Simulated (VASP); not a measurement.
Write the native input for VASP 6.6.1 that does the following.

```
Task                   : single point
Functional             : PBE
Dispersion             : D3(BJ)
Potentials or basis    : VASP PAW PBE potentials, release 64 (Sn_d, Se)
Cutoff                 : 520 eV
k mesh                 : 6 × 6 × 4
Occupations            : gaussian, width 0.1 eV
Spin                   : no spin polarisation
Dipole correction      : no
Further INCAR settings : ALGO = Normal; EDIFF = 1e-07; NBANDS = 20
```

The structure of SnSe2 lies in POSCAR:

```
SnSe2
1.0
    3.8389775903      0.0000000000      0.0000000000
   -1.9194887951      3.3246521177      0.0000000000
    0.0000000000      0.0000000000      6.0278085357
Sn Se
1 2
Direct
    0.0000000000      0.0000000000      0.0000000000
    0.3333333333      0.6666666667      0.2645002942
    0.6666666667      0.3333333333      0.7354997058
```

The input as run:

INCAR

```
SYSTEM = SnSe2
PREC = Accurate
ENCUT = 520
EDIFF = 1E-7
ISMEAR = 0
SIGMA = 0.1
LREAL = .FALSE.
LASPH = .TRUE.
NELM = 60
ALGO = Normal
ISIF = 2
LWAVE = .FALSE.
LCHARG = .FALSE.
GGA = PE
IVDW = 12
NBANDS = 20
```

KPOINTS

```
Automatic mesh
0
G
  6 6 4
  0 0 0
```

Potentials or basis: VASP PAW PBE potentials, release 64 (Sn_d, Se).

Run with:

```console
$ cat potpaw_PBE.64/Sn_d/POTCAR potpaw_PBE.64/Se/POTCAR > POTCAR
$ mpirun -np 1 vasp_std > vasp.out
```

Results of the run:

The pressure is 0.0 GPa and the band gap on the k mesh is 0.65 eV, indirect (least direct gap 0.84 eV). The dispersion energy per atom is -0.363 eV.

Caveat: spin-orbit coupling is left out, which moves the levels of the heavy elements.

Run time: 20 s on 1 thread of Intel(R) Xeon(R) Platinum 8559C (Emerald Rapids), with other jobs on the host, peak memory 0.22 GiB.
